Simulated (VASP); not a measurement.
# WC: single point with PBEsol

The system is WC.

```
W C
1.0
     2.90050    0.00000    0.00000
    -1.45025    2.51191    0.00000
     0.00000    0.00000    2.82900
W C
1 1
Direct
  0.00000 0.00000 0.00000
  0.66667 0.33333 0.44698
```

This cell differs from its parent crystal: atom 2 (C) moved by (+0.000, -0.150) A along x and z.

```json
{
 "Program": "VASP 6.6.1",
 "Task": "single point",
 "Functional": "PBEsol",
 "Potentials or basis": "VASP PAW PBE potentials, release 64 (W_sv, C)",
 "Cutoff": "520 eV",
 "k mesh": "18 × 18 × 16",
 "Occupations": "gaussian, width 0.15 eV",
 "Spin": "no spin polarisation"
}
```

The pressure is 5.7 GPa. The largest force is 2.258 eV/Å and the band gap on the k mesh is zero (bands 9 and 10 overlap by 1.17 eV).

Forces on the atoms (eV/Å):
```
W    0.000  0.000 -2.258
C    0.000  0.000  2.258
```

Stress tensor (GPa, compression positive):
```
4.97 0.00 0.00
0.00 4.97 0.00
0.00 0.00 7.18
```

Levels at points of the mesh, in eV from the Fermi level:
```tsv
k point	band 5	band 6	band 7	band 8	band 9	band 10	band 11	band 12	band 13	band 14
(0.00, 0.00, 0.00)	-14.52	-4.68	-3.55	-3.55	0.50	3.08	3.08	5.98	5.98	6.38
(0.50, 0.00, 0.00)	-11.18	-7.10	-3.95	-3.25	-0.79	2.62	4.56	4.81	6.16	10.43
(0.00, 0.00, 0.50)	-10.56	-8.65	-2.38	-2.38	-0.51	-0.51	3.87	4.70	4.70	9.72
(0.50, 0.00, 0.50)	-11.35	-6.68	-4.43	-4.13	0.29	4.39	5.34	6.58	9.19	10.15
```

Run time: 51 s on 1 thread of Intel(R) Xeon(R) 6975P-C (Granite Rapids), with other jobs on the host, peak memory 0.28 GiB.

Caveat: the cell differs from its parent crystal (atom 2 (C) moved by (+0.000, -0.150) A along x and z); the cell stands under pressure; the PAW data sets were made with another functional, which shifts forces and pressure a little; spin-orbit coupling is left out, which moves the levels of the heavy elements.
